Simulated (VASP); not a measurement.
# Pb8F15 (a cell with a defect) in VASP: single point with PBE

Aim: the single point of Pb8F15 (a cell with a defect) with PBE.

Program: VASP 6.6.1. These are calculated values, not measurements. Logs are shortened: lines on timing, memory, paths and dates and some standing lists are left out, and cuts for length are marked.

## (1) The cell of the first run

The cell holds a defect, 23 atoms: a = 8.590 Å, b = 9.990 Å, c = 7.491 Å, α = 56.72°, β = 76.47°, γ = 46.81°.

## (2) Single point, PBE

Contents of INCAR:

```
ALGO = Normal
EDIFF = 1E-7
ENCUT = 520
GGA = PE
ISIF = 2
ISMEAR = -1
LASPH = T
LCHARG = T
LELF = T
LREAL = Auto
LVHAR = T
LWAVE = F
NBANDS = 126
NELECT = 216.0
NELM = 100
PREC = Accurate
SIGMA = 0.01
```

Contents of KPOINTS:

```
k-points
0
Gamma
  3 3 3
```

Contents of POSCAR:

```
Pb8F15
1.0
    0.0000000000      3.8796427700      7.6637946300
    6.4081039300      0.0000000000      7.6637946300
    6.4081039300      3.8796427700      0.0000000000
Pb F
8 15
Direct
    0.4455821664      0.4576807222      0.8044178336
    0.9364361081      0.9269076475      0.3135638919
    0.0551290667      0.0494103076      0.7103675724
    0.5396324276      0.5649069467      0.1948709333
    0.0580626792      0.5466755690      0.1919373208
    0.5513113708      0.0557532474      0.6986886292
    0.4612273744      0.9376314692      0.2970856087
    0.9529143913      0.4459444523      0.7887726256
    0.4614534203      0.6959809567      0.7885465797
    0.5440786105      0.3023014640      0.2270210779
    0.0229789221      0.8234011523      0.7059213895
    0.8114555691      0.5346790718      0.4385444309
    0.3122642124      0.0226629940      0.9377357876
    0.7125836986      0.9530998386      0.0789621019
    0.1710378981      0.4946456391      0.5374163014
    0.2681800859      0.1610855041      0.4734532964
    0.7765467036      0.6527188864      0.9818199141
    0.2384360085      0.3295228693      0.0115639915
    0.7215107973      0.8404966724      0.5284892027
    0.3243125193      0.7456351148      0.4033081843
    0.8466918157      0.2232558184      0.9256874807
    0.1646628679      0.7703095728      0.0853371321
    0.6588199611      0.2765059983      0.5911800389
```

Potentials or basis: VASP PAW PBE potentials, release 64 (Pb_d, F).

On the command line:

```sh
cat potpaw_PBE.64/Pb_d/POTCAR potpaw_PBE.64/F/POTCAR > POTCAR
mpirun -np 1 vasp_std > vasp.out
```

OUTCAR:

```text
EDIFF = 1E-7
   ENCUT = 520
   GGA = PE
   ISIF = 2
   ISMEAR = -1
   LASPH = T
   LREAL = Auto
   NELECT = 216.0
   NELM = 100
   PREC = Accurate

 ion  position               nearest neighbor table
   1  0.446  0.458  0.804-   9 2.41  21 2.50  20 2.50  23 2.54  18 2.62  11 2.69  10 2.69   5 3.82
                             2 3.89   2 3.89   6 3.97   4 4.01   3 4.01   3 4.09   4 4.09
   2  0.936  0.927  0.314-  19 2.45  21 2.51  20 2.51  22 2.53  11 2.63  10 2.63  15 2.69  14 2.69
                             5 3.78   6 3.83   1 3.89   1 3.89   7 4.04   8 4.04   4 4.05   3 4.05
   3  0.055  0.049  0.710-  22 2.37  11 2.47  23 2.48  21 2.51   9 2.61  16 2.62  13 2.88   4 3.76
                             8 3.79   4 4.00   1 4.01   7 4.05   2 4.05   1 4.09
   4  0.540  0.565  0.195-  22 2.37  10 2.47  23 2.48  20 2.51   9 2.61  17 2.62  13 2.88   3 3.76
                             7 3.79   3 4.00   1 4.01   8 4.05   2 4.05   1 4.09
   5  0.058  0.547  0.192-  16 2.43  17 2.43  12 2.49  18 2.56  14 2.63  15 2.63  22 2.64   2 3.78
                             1 3.82   6 3.88   6 3.88   7 4.03   8 4.03   7 4.10   8 4.10
   6  0.551  0.056  0.699-  13 2.47  19 2.49  17 2.52  16 2.52  23 2.62  14 2.79  15 2.79  11 2.98
                            10 2.98   2 3.83   5 3.88   5 3.88   1 3.97   7 3.99   8 3.99
   7  0.461  0.938  0.297-  14 2.43  19 2.44  18 2.46  12 2.57  16 2.57  20 2.58  13 2.69   4 3.79
                             8 3.82   8 3.94   6 3.99   5 4.03   2 4.04   3 4.05   5 4.10
   8  0.953  0.446  0.789-  15 2.43  19 2.44  18 2.46  12 2.57  17 2.57  21 2.58  13 2.69   3 3.79
                             7 3.82   7 3.94   6 3.99   5 4.03   2 4.04   4 4.05   5 4.10
   9  0.461  0.696  0.789-   1 2.41   3 2.61   4 2.61
  10  0.544  0.302  0.227-   4 2.47   2 2.63   1 2.69   6 2.98
  11  0.023  0.823  0.706-   3 2.47   2 2.63   1 2.69   6 2.98
  12  0.811  0.535  0.439-   5 2.49   7 2.57   8 2.57
  13  0.312  0.023  0.938-   6 2.47   8 2.69   7 2.69   4 2.88   3 2.88
  14  0.713  0.953  0.079-   7 2.43   5 2.63   2 2.69   6 2.79
  15  0.171  0.495  0.537-   8 2.43   5 2.63   2 2.69   6 2.79
  16  0.268  0.161  0.473-   5 2.43   6 2.52   7 2.57   3 2.62
  17  0.777  0.653  0.982-   5 2.43   6 2.52   8 2.57   4 2.62
  18  0.238  0.330  0.012-   7 2.46   8 2.46   5 2.56   1 2.62
  19  0.722  0.840  0.528-   7 2.44   8 2.44   2 2.45   6 2.49
  20  0.324  0.746  0.403-   1 2.50   2 2.51   4 2.51   7 2.58
  21  0.847  0.223  0.926-   1 2.50   2 2.51   3 2.51   8 2.58
  22  0.165  0.770  0.085-   4 2.37   3 2.37   2 2.53   5 2.64
  23  0.659  0.277  0.591-   4 2.48   3 2.48   1 2.54   6 2.62

  LATTYP: Found a face centered orthorhombic cell.
 ALAT       =     7.7592855400
 B/A-ratio  =     1.6517252515
 C/A-ratio  =     1.9753866746

  Lattice vectors:

 A1 = (   6.4081039300,   0.0000000000,  -7.6637946300)
 A2 = (   0.0000000000,   3.8796427700,  -7.6637946300)
 A3 = (   6.4081039300,   3.8796427700,   0.0000000000)

Analysis of symmetry for initial positions (statically):
=====================================================================
 Subroutine PRICEL returns:
 Original cell was already a primitive cell.

 Routine SETGRP: Setting up the symmetry group for a
 face centered orthorhombic supercell.

 Subroutine GETGRP returns: Found  2 space group operations
 (whereof  1 operations were pure point group operations)
 out of a pool of  8 trial point group operations.

The static configuration has the point symmetry C_1 .
 The point group associated with its full space group is C_1h.

Analysis of symmetry for dynamics (positions and initial velocities):
=====================================================================
 Subroutine PRICEL returns:
 Original cell was already a primitive cell.

 Routine SETGRP: Setting up the symmetry group for a
 face centered orthorhombic supercell.

 Subroutine GETGRP returns: Found  2 space group operations
 (whereof  1 operations were pure point group operations)
 out of a pool of  8 trial point group operations.

The dynamic configuration has the point symmetry C_1 .
 The point group associated with its full space group is C_1h.

 Subroutine INISYM returns: Found  2 space group operations
 (whereof  1 operations are pure point group operations),
 and found     1 'primitive' translations

----------------------------------------------------------------------------------------

                                     Primitive cell

  volume of cell :     381.0616

  direct lattice vectors                    reciprocal lattice vectors
     0.000000000  3.879642770  7.663794630    -0.078026200  0.128877845  0.065241832
     6.408103930  0.000000000  7.663794630     0.078026200 -0.128877845  0.065241832
     6.408103930  3.879642770  0.000000000     0.078026200  0.128877845 -0.065241832

  length of vectors
     8.589841451  9.989872077  7.491022894     0.164176988  0.164176988  0.164176988

  position of ions in fractional coordinates (direct lattice)
     0.445582166  0.457680722  0.804417834
     0.936436108  0.926907648  0.313563892
     0.055129067  0.049410308  0.710367572
     0.539632428  0.564906947  0.194870933
     0.058062679  0.546675569  0.191937321
     0.551311371  0.055753247  0.698688629
[... 15 lines left out ...]
     0.164662868  0.770309573  0.085337132
     0.658819961  0.276505998  0.591180039

  ion indices of the primitive-cell ions
   primitive index   ion index
                 1           1
                 2           2
                 3           3
                 4           4
                 5           5
                 6           6
[... 15 lines left out ...]
                22          22
                23          23

----------------------------------------------------------------------------------------

 KPOINTS: k-points

Automatic generation of k-mesh.
 Grid dimensions read from file:
 generate k-points for:    3    3    3

 Generating k-lattice:

  Cartesian coordinates                     Fractional coordinates (reciprocal lattice)
    -0.026008733  0.042959282  0.021747277     0.333333333  0.000000000  0.000000000
     0.026008733 -0.042959282  0.021747277     0.000000000  0.333333333  0.000000000
     0.026008733  0.042959282 -0.021747277     0.000000000  0.000000000  0.333333333

  Length of vectors
     0.054725663  0.054725663  0.054725663

  Shift w.r.t. Gamma in fractional coordinates (k-lattice)
     0.000000000  0.000000000  0.000000000

 Subroutine IBZKPT returns following result:
 ===========================================

 Found     10 irreducible k-points:

 Following reciprocal coordinates:
            Coordinates               Weight
  0.000000  0.000000  0.000000      1.000000
  0.333333  0.000000  0.000000      4.000000
 -0.333333 -0.333333 -0.333333      4.000000
  0.333333  0.333333  0.000000      2.000000
 -0.333333  0.333333  0.000000      4.000000
  0.333333  0.000000  0.333333      2.000000
 -0.333333 -0.000000  0.333333      2.000000
  0.333333 -0.333333  0.333333      2.000000
  0.000000  0.333333  0.333333      2.000000
 -0.333333  0.333333  0.333333      4.000000
   k-points           NKPTS =     10   k-points in BZ     NKDIM =     10   number of bands    NBANDS=    126
   number of dos      NEDOS =    301   number of ions     NIONS =     23
   total plane-waves  NPLWV = 286720
   dimension x,y,z NGX =    64 NGY =   80 NGZ =   56
   dimension x,y,z NGXF=   128 NGYF=  160 NGZF=  112
   ions per type =               8  15
   NGX,Y,Z   is equivalent  to a cutoff of  12.39, 13.31, 12.43 a.u.
   NGXF,Y,Z  is equivalent  to a cutoff of  24.77, 26.63, 24.86 a.u.
 SYSTEM =  unknown system
   PREC   = accura    normal or accurate (medium, high low for compatibility)
   ISTART =      0    job   : 0-new  1-cont  2-samecut
   ICHARG =      2    charge: 1-file 2-atom 10-const
   ISPIN  =      1    spin polarized calculation?
   LNONCOLLINEAR =      F non collinear calculations
   LSORBIT =      F    spin-orbit coupling
   LASPH  =      T    aspherical Exc in radial PAW
   ENCUT  =  520.0 eV  38.22 Ry    6.18 a.u.  15.97 18.57 13.93*2*pi/ulx,y,z
   NELM   =    100;   NELMIN=  2; NELMDL= -5     # of ELM steps
   EDIFF  = 0.1E-06   stopping-criterion for ELM
   LREAL  =      T    real-space projection
   EDIFFG = 0.1E-05   stopping-criterion for IOM
   NSW    =      0    number of steps for IOM
   IBRION =     -1    ionic relax: 0-MD 1-quasi-New 2-CG
   NFREE  =      0    steps in history (QN), initial steepest desc. (CG)
   ISIF   =      2    stress and relaxation
   ISYM   =      2    0-nonsym 1-usesym 2-fastsym
   POTIM  = 0.5000    time-step for ionic-motion
   TEBEG  =    0.0;   TEEND  =   0.0 temperature during run
   PSTRESS=    0.0 pullay stress
   NELECT =     216.0000    total number of electrons
   NUPDOWN=      -1.0000    fix difference up-down
   EMIN   =  10.00;   EMAX   =-10.00  energy-range for DOS
   EFERMI =   0.00;   METHOD = LEGACY
   ISMEAR =    -1;   SIGMA  =   0.01  broadening in eV -4-tet -1-fermi 0-gaus
   EFERMI_NEDOS =   21; number of points for ismear=-14 and -15
   IALGO  =     38    algorithm
   IMIX   =      4    mixing-type and parameters
     AMIX     =   0.40;   BMIX     =  1.00
     AMIX_MAG =   1.60;   BMIX_MAG =  1.00
  volume/ion in A,a.u.               =      16.57       111.81
  Fermi-wavevector in a.u.,A,eV,Ry     =   1.354860  2.560314 24.975469  1.835645
  Thomas-Fermi vector in A             =   2.481996
   LORBIT       =      0    0 simple, 1 ext, 2 COOP (PROOUT), +10 PAW based schemes
   GGA     = PE    functional components
   LHFCALC =     F    Hartree Fock is set to
   AEXX    =    0.0000 exact exchange contribution
   IVDW    =     0    specifies the selected vdW correction
   LEPSILON=     F    determine dielectric tensor
   LRPA    =     F    only Hartree local field effects (RPA)
 non-spin polarized calculation
  energy-cutoff  :      520.00
  volume of cell :      381.06
 maximum number of plane-waves:     10284
   NGX = 31   NGY = 37   NGZ = 27

 number of electron     216.0000016 magnetization

 Free energy of the ion-electron system (eV)
  ---------------------------------------------------
  ext. energy  EPLUGINS =         0.00000000
  ---------------------------------------------------
  free energy    TOTEN  =      -113.31024727 eV

  energy without entropy =     -113.31024727  energy(sigma->0) =     -113.31024727

 E-fermi :   2.8698     XC(G=0):  -9.8102

 val. band max:        2.5975989720   @ k =   0.3333   0.0000   0.3333
 cond. band min:       6.4505953905   @ k =   0.0000   0.3333   0.3333
 fundamental gap:      3.8529964184
 Fermi energy:         2.8698323974

 k-point     1 :       0.0000    0.0000    0.0000
  band No.  band energies     occupation
      1     -19.0652      2.00000
      2     -19.0015      2.00000
      3     -18.5541      2.00000
      4     -18.4909      2.00000
      5     -18.4549      2.00000
      6     -18.4009      2.00000
[... 112 lines left out ...]
    119       9.3846      0.00000
    120       9.4559      0.00000

 k-point     2 :       0.3333    0.0000    0.0000
  band No.  band energies     occupation
      1     -19.0562      2.00000
      2     -19.0025      2.00000
      3     -18.5399      2.00000
      4     -18.5043      2.00000
      5     -18.4565      2.00000
      6     -18.4035      2.00000
[... 980 lines left out ...]
      3     -18.5240      2.00000
      4     -18.5084      2.00000
      5     -18.4589      2.00000
      6     -18.4085      2.00000
[... 112 lines left out ...]
    119       9.0612      0.00000
    120       9.4542      0.00000
 [bands above 120 left out]

------------------------ aborting loop because EDIFF is reached ----------------------------------------

  FORCE on cell =-STRESS in cart. coord.  units (eV):
  Direction    XX          YY          ZZ          XY          YZ          ZX
  --------------------------------------------------------------------------------------
  -------------------------------------------------------------------------------------
  Total       -2.2859182     -2.0509465     -1.9832304      0.0000000      0.0000000     -0.7146906
  in kB       -9.6111671     -8.6232261     -8.3385132      0.0000000      0.0000000     -3.0049242
  external PRESSURE =      -8.8576355 kB  Pullay stress =       0.0000000 kB

 VOLUME and BASIS-vectors are now :
 -----------------------------------------------------------------------------
  energy-cutoff  :      520.00
  volume of cell :      381.06
      direct lattice vectors                 reciprocal lattice vectors
     0.000000000  3.879642770  7.663794630    -0.078026200  0.128877845  0.065241832
     6.408103930  0.000000000  7.663794630     0.078026200 -0.128877845  0.065241832
     6.408103930  3.879642770  0.000000000     0.078026200  0.128877845 -0.065241832

 POSITION                                       TOTAL-FORCE (eV/Angst)
 -----------------------------------------------------------------------------------
      8.08766      4.84955      6.92242        -0.000654      0.000000     -0.024317
      7.94907      4.84955     14.28028        -0.004967      0.000000     -0.007703
      4.86874      2.96985      0.80117         0.006954     -0.005337      0.027237
      4.86874      2.84961      8.46496         0.006954      0.005337      0.027237
      4.73311      0.96991      4.63459        -0.003188      0.000000      0.025152
      4.83454      4.84955      4.65242         0.000377      0.000000      0.006235
[... 15 lines left out ...]
      5.48307      0.96991      7.16544        -0.012427      0.000000     -0.001059
      5.56022      4.84955      7.16815        -0.009256      0.000000      0.008929
 -----------------------------------------------------------------------------------
    total drift:                                0.011154      0.000383      0.007102

  FREE ENERGIE OF THE ION-ELECTRON SYSTEM (eV)
  ---------------------------------------------------
  free  energy   TOTEN  =      -113.3102472725 eV

  energy  without entropy=     -113.3102472725  energy(sigma->0) =     -113.31024727
```

Run time: 15 min. Hardware: 1 thread of Intel Xeon 6975P-C (Granite Rapids), shared host; peak memory 0.75 GiB.

What came out:

- Free energy: -113.3102 eV
- Largest force: 0.029 eV/Å

Forces on the atoms (eV/Å):
```
Pb  -0.001  0.000 -0.024
Pb  -0.005  0.000 -0.008
Pb   0.007 -0.005  0.027
Pb   0.007  0.005  0.027
Pb  -0.003  0.000  0.025
Pb   0.000  0.000  0.006
Pb   0.005  0.000 -0.014
Pb   0.005  0.000 -0.014
F    0.009  0.000 -0.001
F   -0.008  0.001 -0.005
F   -0.008 -0.001 -0.005
F   -0.003  0.000 -0.013
F   -0.008  0.000 -0.002
F    0.001 -0.007  0.006
F    0.001  0.007  0.006
F    0.003  0.006 -0.016
F    0.003 -0.006 -0.016
F    0.004  0.000  0.007
F   -0.001  0.000 -0.003
F    0.007  0.010  0.004
F    0.007 -0.010  0.004
F   -0.012  0.000 -0.001
F   -0.009  0.000  0.009
```

Levels at points of the mesh, in eV from the Fermi level:
```
           k point  band 104  band 105  band 106  band 107  band 108  band 109  band 110  band 111  band 112  band 113
(0.00, 0.00, 0.00)     -0.69     -0.60     -0.58     -0.56     -0.48      3.60      4.29      4.33      4.33      4.59
```

Caveat: the cell carries a net charge on a neutralising background, which shifts energy and pressure; the cell is charged against a uniform background, so pressure and absolute levels hang on convention; spin-orbit coupling is left out, which moves the levels of the heavy elements.
